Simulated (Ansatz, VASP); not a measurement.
# One calculation of BP, two programs

```
CELL_PARAMETERS angstrom
0.00000 2.26900 2.26900
2.26900 0.00000 2.26900
2.26900 2.26900 0.00000
ATOMIC_POSITIONS crystal
B 0.00000 0.00000 0.00000
P 0.25000 0.25000 0.25000
```

Alike in both runs: task single point; functional PBE; k mesh 6 × 6 × 6; occupations gaussian, width 0.02 eV; no spin polarisation.

|  | VASP | Ansatz |
| --- | --- | --- |
| version | VASP 6.6.1 | Ansatz 0.2.0 |
| potentials or method | VASP PAW PBE potentials, release 64 (B, P), cutoff 500 eV | scalar-relativistic, plane waves, PAW |
| valence electrons in the cell | 8 | 8 |

```tsv
	VASP	Ansatz	Ansatz less VASP
gap on the k mesh at the Fermi level (eV)	1.33	1.33	+0.004
least direct gap on the mesh (eV)	3.40	3.40	+0.003
pressure (GPa)	1.0	1.3	+0.22
```
